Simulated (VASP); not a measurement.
# Ga2BAs3 (P6/mmm) in VASP: a series of runs

The runs below take Ga2BAs3 through single point, with PBE.

Everything below comes from runs of VASP 6.6.1. Logs are shortened: lines on timing, memory, paths and dates and some standing lists are left out, and cuts for length are marked.

## Step 1: The cell of the first run

It takes space group P6/mmm (No. 191, hexagonal). The conventional cell has a = 4.783 Å, b = 4.783 Å, c = 5.892 Å, α = 90.00°, β = 90.00°, γ = 120.00°. Ga (site symmetry 6mm) has 1 Ga at 1.87 Å and 1 B at 2.01 Å within 2.5 Å. Within 2.7 Å of B (site symmetry 6/mmm) lie 2 Ga at 2.01 Å and 6 As at 2.39 Å. As (site symmetry mmm) has 2 B at 2.39 Å and 4 As at 2.39 Å and 4 Ga at 3.13 Å within 3.2 Å.

The cell was generated, and may not be a known phase.

## Step 2: Single point, PBE

Input file INCAR:

```
SYSTEM = Ga2BAs3
PREC = Accurate ; ENCUT = 520
EDIFF = 1E-6 ; ISMEAR = 0
SIGMA = 0.1 ; LREAL = .FALSE.
LASPH = .TRUE. ; NELM = 80
ALGO = Normal ; ISIF = 2
LWAVE = .FALSE. ; LCHARG = .TRUE.
GGA = PE ; LELF = .TRUE.
LVHAR = .TRUE. ; NBANDS = 31
```

Input file KPOINTS:

```
regular mesh
0
G
  6 6 4
  0 0 0
```

Input file POSCAR:

```
Ga2BAs3
1.0
    4.7828748000      0.0000000000      0.0000000000
   -2.3914374000      4.1420910800      0.0000000000
    0.0000000000      0.0000000000      5.8920310500
Ga B As
2 1 3
Direct
    0.0000000000      0.0000000000      0.8416425700
    0.0000000000      0.0000000000      0.1583574300
    0.0000000000      0.0000000000      0.5000000000
    0.5000000000      0.0000000000      0.5000000000
    0.0000000000      0.5000000000      0.5000000000
    0.5000000000      0.5000000000      0.5000000000
```

Potentials or basis: VASP PAW PBE potentials, release 64 (Ga_d, B, As).

Command:

```console
cat potpaw_PBE.64/Ga_d/POTCAR potpaw_PBE.64/B/POTCAR potpaw_PBE.64/As/POTCAR > POTCAR
mpirun -np 1 vasp_std > vasp.out
```

OUTCAR:

```text
SYSTEM = Ga2BAs3
   PREC = Accurate
   ENCUT = 520
   EDIFF = 1E-6
   ISMEAR = 0
   LREAL = .FALSE.
   LASPH = .TRUE.
   NELM = 80
   ISIF = 2
   GGA = PE

 ion  position               nearest neighbor table
   1  0.000  0.000  0.842-   2 1.87   3 2.01
   2  0.000  0.000  0.158-   1 1.87   3 2.01
   3  0.000  0.000  0.500-   1 2.01   2 2.01   4 2.39   4 2.39   6 2.39   5 2.39   5 2.39   6 2.39

   4  0.500  0.000  0.500-   3 2.39   3 2.39   6 2.39   6 2.39   5 2.39   5 2.39
   5  0.000  0.500  0.500-   6 2.39   6 2.39   3 2.39   3 2.39   4 2.39   4 2.39
   6  0.500  0.500  0.500-   5 2.39   5 2.39   3 2.39   4 2.39   4 2.39   3 2.39

  LATTYP: Found a hexagonal cell.
 ALAT       =     4.7828748000
 C/A-ratio  =     1.2319015856

  Lattice vectors:

 A1 = (   4.7828748000,   0.0000000000,   0.0000000000)
 A2 = (  -2.3914374000,   4.1420910800,   0.0000000000)
 A3 = (   0.0000000000,   0.0000000000,   5.8920310500)

Analysis of symmetry for initial positions (statically):
=====================================================================
 Subroutine PRICEL returns:
 Original cell was already a primitive cell.

 Routine SETGRP: Setting up the symmetry group for a
 hexagonal supercell.

 Subroutine GETGRP returns: Found 24 space group operations
 (whereof 24 operations were pure point group operations)
 out of a pool of 24 trial point group operations.

The static configuration has the point symmetry D_6h.

Analysis of symmetry for dynamics (positions and initial velocities):
=====================================================================
 Subroutine PRICEL returns:
 Original cell was already a primitive cell.

 Routine SETGRP: Setting up the symmetry group for a
 hexagonal supercell.

 Subroutine GETGRP returns: Found 24 space group operations
 (whereof 24 operations were pure point group operations)
 out of a pool of 24 trial point group operations.

The dynamic configuration has the point symmetry D_6h.

 Subroutine INISYM returns: Found 24 space group operations
 (whereof 24 operations are pure point group operations),
 and found     1 'primitive' translations

----------------------------------------------------------------------------------------

                                     Primitive cell

  volume of cell :     116.7276

  direct lattice vectors                    reciprocal lattice vectors
     4.782874800  0.000000000  0.000000000     0.209079276  0.120711976  0.000000000
    -2.391437400  4.142091080  0.000000000     0.000000000  0.241423952  0.000000000
     0.000000000  0.000000000  5.892031050     0.000000000  0.000000000  0.169720762

  length of vectors
     4.782874800  4.782874800  5.892031050     0.241423952  0.241423952  0.169720762

  position of ions in fractional coordinates (direct lattice)
     0.000000000  0.000000000  0.841642570
     0.000000000  0.000000000  0.158357430
     0.000000000  0.000000000  0.500000000
     0.500000000  0.000000000  0.500000000
     0.000000000  0.500000000  0.500000000
     0.500000000  0.500000000  0.500000000

  ion indices of the primitive-cell ions
   primitive index   ion index
                 1           1
                 2           2
                 3           3
                 4           4
                 5           5
                 6           6

----------------------------------------------------------------------------------------

 KPOINTS: regular mesh

Automatic generation of k-mesh.
 Grid dimensions read from file:
 generate k-points for:    6    6    4

 Generating k-lattice:

  Cartesian coordinates                     Fractional coordinates (reciprocal lattice)
     0.034846546  0.020118663  0.000000000     0.166666667  0.000000000  0.000000000
     0.000000000  0.040237325  0.000000000     0.000000000  0.166666667  0.000000000
     0.000000000  0.000000000  0.042430191     0.000000000  0.000000000  0.250000000

  Length of vectors
     0.040237325  0.040237325  0.042430191

  Shift w.r.t. Gamma in fractional coordinates (k-lattice)
     0.000000000  0.000000000  0.000000000

 Subroutine IBZKPT returns following result:
 ===========================================

 Found     21 irreducible k-points:

 Following reciprocal coordinates:
            Coordinates               Weight
  0.000000  0.000000  0.000000      1.000000
  0.166667  0.000000  0.000000      6.000000
  0.333333 -0.000000  0.000000      6.000000
  0.500000  0.000000  0.000000      3.000000
  0.166667  0.166667  0.000000      6.000000
  0.333333  0.166667  0.000000     12.000000
[... 13 lines left out ...]
  0.333333  0.166667  0.500000     12.000000
  0.333333  0.333333  0.500000      2.000000
   k-points           NKPTS =     21   k-points in BZ     NKDIM =     21   number of bands    NBANDS=     31
   number of dos      NEDOS =    301   number of ions     NIONS =      6
   total plane-waves  NPLWV =  62208
   dimension x,y,z NGX =    36 NGY =   36 NGZ =   48
   dimension x,y,z NGXF=    72 NGYF=   72 NGZF=   96
   ions per type =               2   1   3
   NGX,Y,Z   is equivalent  to a cutoff of  12.51, 12.51, 13.54 a.u.
   NGXF,Y,Z  is equivalent  to a cutoff of  25.03, 25.03, 27.09 a.u.
 SYSTEM =  Ga2BAs3
   PREC   = accura    normal or accurate (medium, high low for compatibility)
   ISTART =      0    job   : 0-new  1-cont  2-samecut
   ICHARG =      2    charge: 1-file 2-atom 10-const
   ISPIN  =      1    spin polarized calculation?
   LNONCOLLINEAR =      F non collinear calculations
   LSORBIT =      F    spin-orbit coupling
   LASPH  =      T    aspherical Exc in radial PAW
   ENCUT  =  520.0 eV  38.22 Ry    6.18 a.u.   8.89  8.89 10.96*2*pi/ulx,y,z
   NELM   =     80;   NELMIN=  2; NELMDL= -5     # of ELM steps
   EDIFF  = 0.1E-05   stopping-criterion for ELM
   LREAL  =      F    real-space projection
   EDIFFG = 0.1E-04   stopping-criterion for IOM
   NSW    =      0    number of steps for IOM
   IBRION =     -1    ionic relax: 0-MD 1-quasi-New 2-CG
   NFREE  =      0    steps in history (QN), initial steepest desc. (CG)
   ISIF   =      2    stress and relaxation
   ISYM   =      2    0-nonsym 1-usesym 2-fastsym
   POTIM  = 0.5000    time-step for ionic-motion
   TEBEG  =    0.0;   TEEND  =   0.0 temperature during run
   PSTRESS=    0.0 pullay stress
   NELECT =      44.0000    total number of electrons
   NUPDOWN=      -1.0000    fix difference up-down
   EMIN   =  10.00;   EMAX   =-10.00  energy-range for DOS
   EFERMI =   0.00;   METHOD = LEGACY
   ISMEAR =     0;   SIGMA  =   0.10  broadening in eV -4-tet -1-fermi 0-gaus
   EFERMI_NEDOS =   21; number of points for ismear=-14 and -15
   IALGO  =     38    algorithm
   IMIX   =      4    mixing-type and parameters
     AMIX     =   0.40;   BMIX     =  1.00
     AMIX_MAG =   1.60;   BMIX_MAG =  1.00
  volume/ion in A,a.u.               =      19.45       131.29
  Fermi-wavevector in a.u.,A,eV,Ry     =   1.182591  2.234773 19.028033  1.398521
  Thomas-Fermi vector in A             =   2.318842
   LORBIT       =      0    0 simple, 1 ext, 2 COOP (PROOUT), +10 PAW based schemes
   GGA     = PE    functional components
   LHFCALC =     F    Hartree Fock is set to
   AEXX    =    0.0000 exact exchange contribution
   IVDW    =     0    specifies the selected vdW correction
   LEPSILON=     F    determine dielectric tensor
   LRPA    =     F    only Hartree local field effects (RPA)
 non-spin polarized calculation
 Gauss-broadening in eV      SIGMA  =   0.10
  energy-cutoff  :      520.00
  volume of cell :      116.73
 maximum number of plane-waves:      3178
 NGX is ok and might be reduce to    36
   NGX = 17   NGY = 17   NGZ = 21

 number of electron      43.9999984 magnetization

 Free energy of the ion-electron system (eV)
  ---------------------------------------------------
  ext. energy  EPLUGINS =         0.00000000
  ---------------------------------------------------
  free energy    TOTEN  =       -16.73516866 eV

  energy without entropy =      -16.71232792  energy(sigma->0) =      -16.72374829

 E-fermi :   5.0768     XC(G=0):  -9.7298

 val. band max:        5.0561801286   @ k =   0.3333   0.1667   0.5000
 cond. band min:       5.1064872036   @ k =   0.3333   0.3333   0.5000
 fundamental gap:      0.0503070750
 Fermi energy:         5.0768357989

 k-point     1 :       0.0000    0.0000    0.0000
  band No.  band energies     occupation
      1     -12.3806      2.00000
      2     -11.5710      2.00000
      3     -11.4974      2.00000
      4     -11.4974      2.00000
      5     -10.8952      2.00000
      6     -10.8952      2.00000
[... 23 lines left out ...]
     30      10.5696      0.00000
     31      10.5696      0.00000

 k-point     2 :       0.1667    0.0000    0.0000
  band No.  band energies     occupation
      1     -12.3484      2.00000
      2     -11.5431      2.00000
      3     -11.4982      2.00000
      4     -11.3349      2.00000
      5     -10.8956      2.00000
      6     -10.8936      2.00000
[... 23 lines left out ...]
     30      10.2533      0.00000
     31      11.0258      0.00000

 k-point     3 :       0.3333   -0.0000    0.0000
  band No.  band energies     occupation
      1     -12.3049      2.00000
      2     -11.5363      2.00000
      3     -11.4997      2.00000
      4     -10.9008      2.00000
      5     -10.8905      2.00000
      6     -10.7280      2.00000
[... 23 lines left out ...]
     30      10.5736      0.00000
     31      10.8888      0.00000

 k-point     4 :       0.5000    0.0000    0.0000
  band No.  band energies     occupation
      1     -12.2903      2.00000
      2     -11.5347      2.00000
      3     -11.5005      2.00000
      4     -10.8995      2.00000
      5     -10.8889      2.00000
      6     -10.7010      2.00000
[... 23 lines left out ...]
     30      11.0164      0.00000
     31      11.6076      0.00000

 k-point     5 :       0.1667    0.1667    0.0000
  band No.  band energies     occupation
      1     -12.3140      2.00000
      2     -11.5356      2.00000
      3     -11.5006      2.00000
      4     -10.9442      2.00000
      5     -10.8963      2.00000
      6     -10.8824      2.00000
[... 23 lines left out ...]
     30      10.4626      0.00000
     31      10.4731      0.00000
[... 440 lines left out ...]
     30      10.4734      0.00000
     31      11.1623      0.00000

 k-point    19 :       0.1667    0.1667    0.5000
  band No.  band energies     occupation
      1     -12.2508      2.00000
      2     -11.4836      2.00000
      3     -11.4826      2.00000
      4     -11.1102      2.00000
      5     -10.8922      2.00000
      6     -10.8898      2.00000
[... 23 lines left out ...]
     30      10.4759      0.00000
     31      10.7359      0.00000

 k-point    20 :       0.3333    0.1667    0.5000
  band No.  band energies     occupation
      1     -12.2507      2.00000
      2     -11.4845      2.00000
      3     -11.4831      2.00000
      4     -10.8918      2.00000
      5     -10.8886      2.00000
      6     -10.7088      2.00000
[... 23 lines left out ...]
     30       9.8805      0.00000
     31      10.7828      0.00000

 k-point    21 :       0.3333    0.3333    0.5000
  band No.  band energies     occupation
      1     -12.2507      2.00000
      2     -11.4840      2.00000
      3     -11.4840      2.00000
      4     -10.8899      2.00000
      5     -10.8899      2.00000
      6     -10.7054      2.00000
[... 23 lines left out ...]
     30       8.7312      0.00000
     31       9.3403      0.00000

------------------------ aborting loop because EDIFF is reached ----------------------------------------

  FORCE on cell =-STRESS in cart. coord.  units (eV):
  Direction    XX          YY          ZZ          XY          YZ          ZX
  --------------------------------------------------------------------------------------
  -------------------------------------------------------------------------------------
  Total       22.1837755     22.1837755     22.7452023     -0.0000000     -0.0000000      0.0000000
  in kB      304.4895280    304.4895280    312.1955460     -0.0000000     -0.0000000      0.0000000
  external PRESSURE =     307.0582007 kB  Pullay stress =       0.0000000 kB

 VOLUME and BASIS-vectors are now :
 -----------------------------------------------------------------------------
  energy-cutoff  :      520.00
  volume of cell :      116.73
      direct lattice vectors                 reciprocal lattice vectors
     4.782874800  0.000000000  0.000000000     0.209079276  0.120711976  0.000000000
    -2.391437400  4.142091080  0.000000000     0.000000000  0.241423952  0.000000000
     0.000000000  0.000000000  5.892031050     0.000000000  0.000000000  0.169720762

 POSITION                                       TOTAL-FORCE (eV/Angst)
 -----------------------------------------------------------------------------------
      0.00000      0.00000      4.95898         0.000000     -0.000000    -11.594752
      0.00000      0.00000      0.93305        -0.000000      0.000000     11.594752
      0.00000      0.00000      2.94602        -0.000000      0.000000      0.000000
      2.39144      0.00000      2.94602        -0.000000      0.000000      0.000000
     -1.19572      2.07105      2.94602        -0.000000      0.000000      0.000000
      1.19572      2.07105      2.94602        -0.000000      0.000000      0.000000
 -----------------------------------------------------------------------------------
    total drift:                                0.000000     -0.000000      0.000000

  FREE ENERGIE OF THE ION-ELECTRON SYSTEM (eV)
  ---------------------------------------------------
  free  energy   TOTEN  =       -16.7351686612 eV

  energy  without entropy=      -16.7123279244  energy(sigma->0) =      -16.72374829
```

It took 34 s on 1 thread of Intel Xeon 6975P-C (Granite Rapids), shared host; peak memory 0.27 GiB.

Results:

- Free energy: -16.7352 eV
- Pressure: 30.7 GPa
- Largest force: 11.595 eV/Å
- Band gap on the k mesh: zero (bands 22 and 23 overlap by 2.34 eV)

Forces in eV/Å, atoms in the order of the input:
```
Ga    0.000   0.000 -11.595
Ga    0.000   0.000  11.595
B     0.000   0.000   0.000
As    0.000   0.000   0.000
As    0.000   0.000   0.000
As    0.000   0.000   0.000
```

Stress tensor (GPa, compression positive):
```
30.45  0.00  0.00
 0.00 30.45  0.00
 0.00  0.00 31.22
```

Caveat: the cell stands under pressure; forces of over 1 eV/Å act on the atoms, so gaps and moduli don't describe the material at rest.

## Step 3: Single point, PBE

This run uses another cell than the first one, of 27.37 Å³/atom.

Input file INCAR:

```
ALGO = Normal
EDIFF = 1E-6
ENCUT = 520
GGA = PE
ISIF = 2
ISMEAR = 0
LASPH = T
LCHARG = F
LREAL = F
LWAVE = F
NBANDS = 31
NELM = 60
PREC = Accurate
SIGMA = 0.1
```

Input file KPOINTS:

```
k-points
0
Gamma
  6 6 4
```

Input file POSCAR:

```
Ga2BAs3
1.0
    5.3979536846      0.0000000000      0.0000000000
   -2.6989768423      4.6747650193      0.0000000000
    0.0000000000      0.0000000000      6.5072838490
Ga B As
2 1 3
Direct
    0.0000000000      0.0000000000      0.8072070216
    0.0000000000      0.0000000000      0.1927929784
    0.0000000000      0.0000000000      0.5000000000
    0.5000000000      0.0000000000      0.5000000000
    0.0000000000      0.5000000000      0.5000000000
    0.5000000000      0.5000000000      0.5000000000
```

Potentials or basis: VASP PAW PBE potentials, release 64 (Ga_d, B, As).

Command:

```console
cat potpaw_PBE.64/Ga_d/POTCAR potpaw_PBE.64/B/POTCAR potpaw_PBE.64/As/POTCAR > POTCAR
mpirun -np 1 vasp_std > vasp.out
```

It took 60 s on 1 thread of Intel Xeon 6975P-C (Granite Rapids), shared host; peak memory 0.31 GiB.

It converged, with:

* Free energy: -21.5434 eV
* Pressure: 0.1 GPa
* Largest force: 0.023 eV/Å
* Band gap on the k mesh: zero (bands 22 and 23 overlap by 1.29 eV)

Forces on the atoms (eV/Å):
```
Ga   0.000  0.000 -0.023
Ga   0.000  0.000  0.023
B    0.000  0.000  0.000
As   0.000  0.000  0.000
As   0.000  0.000  0.000
As   0.000  0.000  0.000
```

Levels at points of the mesh, in eV from the Fermi level:
```csv
k point,band 19,band 20,band 21,band 22,band 23,band 24,band 25,band 26
"(0.00, 0.00, 0.00)",-5.06,-1.90,0.35,0.35,1.68,1.68,2.02,2.02
"(0.50, 0.00, 0.00)",-2.66,-1.16,-0.96,-0.75,-0.50,0.13,1.00,1.30
"(0.00, 0.00, 0.50)",-3.38,-1.62,-0.60,0.26,0.26,0.41,0.41,3.48
"(0.50, 0.00, 0.50)",-2.58,-1.05,-1.00,-0.91,-0.75,-0.51,0.80,1.38
```

The gap in the log of VASP goes by the Fermi energy; the results here count the filled bands.